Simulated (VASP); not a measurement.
SiAgBr6:

```
Si Ag Br
1.0
     0.00000    5.10000    5.10000
     5.10000    0.00000    5.10000
     5.10000    5.10000    0.00000
Si Ag Br
1 1 6
Direct
  0.50000 0.50000 0.50000
  0.00000 0.00000 0.00000
  0.74709 0.25291 0.25291
  0.25291 0.74709 0.25291
  0.25291 0.25291 0.74709
  0.25291 0.74709 0.74709
  0.74709 0.25291 0.74709
  0.74709 0.74709 0.25291
```

- Program: VASP 6.6.1
- Task: relaxation of cell and atoms
- Functional: PBE
- Potentials or basis: VASP PAW PBE potentials, release 64 (Si, Ag_sv_GW, Br)
- Cutoff: 630 eV
- k mesh: 4 × 4 × 4
- Occupations: gaussian, width 0.1 eV
- Spin: no spin polarisation

At the start: pressure 1.5 GPa; volume 33.16 Å³/atom.

Question: How do energy, volume and symmetry change on relaxing?

Answer: Over 7 steps the energy falls by 88.2 meV/atom and the volume is 36.39 Å³/atom (+9.7 %); space group Fm-3m (No. 225, to 0.1 Å) before and after.

The path:
```csv
step,energy change (eV),largest force (eV/Å),pressure (GPa),volume (Å³)
1,0.0000,1.3114,1.46,265.30
2,-0.4473,0.7990,0.05,277.10
3,-0.6544,0.3892,-0.65,289.69
4,-0.6825,0.2173,-0.78,295.58
5,-0.6841,0.1741,-0.80,297.14
6,-0.6991,0.1553,0.38,287.98
7,-0.7057,0.0321,-0.06,291.16
```

Final structure:
```xyz
8
Lattice="0.0000 5.2606 5.2606 5.2606 0.0000 5.2606 5.2606 5.2606 0.0000" Properties=species:S:1:pos:R:3 pbc="T T T"
Si    5.2606    5.2606    5.2606
Ag    0.0000    0.0000    0.0000
Br    2.8422    5.2606    5.2606
Br    5.2606    2.8422    5.2606
Br    5.2606    5.2606    2.8422
Br    7.6789    5.2606    5.2606
Br    5.2606    7.6789    5.2606
Br    5.2606    5.2606    7.6789
```

Caveat: an odd number of electrons without spin polarisation forces a metal; a magnetic or distorted state may lie lower.
